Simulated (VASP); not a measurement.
AlSn, 2 atoms in the cell. It takes space group P-6m2 (No. 187, hexagonal). The conventional cell has a = 4.198 Å, b = 4.198 Å, c = 3.307 Å, α = 90.00°, β = 90.00°, γ = 120.00°. Within 3.9 Å of Al (site symmetry -6m2) lie 6 Sn at 2.93 Å and 2 Al at 3.31 Å. Sn (site symmetry -6m2) has 6 Al at 2.93 Å and 2 Sn at 3.31 Å within 3.9 Å. 

```yaml
Program: VASP 6.6.1
Task: single point
Functional: PBEsol
Potentials_or_basis: VASP PAW PBE potentials, release 64 (Al, Sn_d)
Cutoff: 500 eV
k_mesh: 6 × 6 × 4
Occupations: gaussian, width 0.1 eV
Spin: no spin polarisation
Dipole_correction: no
Further_INCAR_settings: ALGO = Normal; EDIFF = 1e-06; NBANDS = 16
```

Potentials or basis: VASP PAW PBE potentials, release 64 (Al, Sn_d).

Command:

```sh
$ cat potpaw_PBE.64/Al/POTCAR potpaw_PBE.64/Sn_d/POTCAR > POTCAR
$ mpirun -np 1 vasp_std > vasp.out
```

Hardware: 1 thread of Intel(R) Xeon(R) Platinum 8375C CPU @ 2.90GHz (Ice Lake) (shared host).

Task: How long does it take, and how much memory?

Result: Wall time 17 s on 1 thread of Intel(R) Xeon(R) Platinum 8375C CPU @ 2.90GHz (Ice Lake), on a shared host, peak memory 0.16 GiB. Counts: scf iterations 11, k points 21.
